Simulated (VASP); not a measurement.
Wanted: the native input for a VASP 6.6.1 run.

| Item | Value |
| --- | --- |
| Task | single point |
| Functional | PBE |
| Potentials or basis | VASP PAW PBE potentials, release 64 (Sn_d, O) |
| Cutoff | 520 eV |
| k mesh | 6 × 6 × 6 |
| Occupations | fermi-dirac, width 0.02 eV |
| Spin | no spin polarisation |
| Dipole correction | no |
| Further INCAR settings | ALGO = Normal; EDIFF = 1e-07; NBANDS = 17 |

The structure of SnO lies in POSCAR:

```
SnO
1.0
    0.0000000000      2.5369732568      2.5369732568
    2.5369732568      0.0000000000      2.5369732568
    2.5369732568      2.5369732568      0.0000000000
Sn O
1 1
Direct
    0.0000000000      0.0000000000      0.0000000000
    0.5000000000      0.5000000000      0.5000000000
```

The input as run:

INCAR

```
  ALGO = Normal
  EDIFF = 1E-7
  ENCUT = 520
  GGA = PE
  ISIF = 2
  ISMEAR = -1
  LASPH = T
  LCHARG = F
  LREAL = F
  LWAVE = F
  NBANDS = 17
  NELM = 60
  PREC = Accurate
  SIGMA = 0.02
```

KPOINTS

```
k-points
0
Gamma
  6 6 6
```

Potentials or basis: VASP PAW PBE potentials, release 64 (Sn_d, O).

Command:

```sh
$ cat potpaw_PBE.64/Sn_d/POTCAR potpaw_PBE.64/O/POTCAR > POTCAR
$ mpirun -np 1 vasp_std > vasp.out
```

Results of the run:

- Pressure: 2.5 GPa
- Band gap on the k mesh: 1.05 eV, indirect (least direct gap 1.16 eV)

Caveat: spin-orbit coupling is left out, which moves the levels of the heavy elements.

It took 22 s on 1 thread of Intel Xeon 6975P-C, on a shared host, peak memory 0.15 GiB.
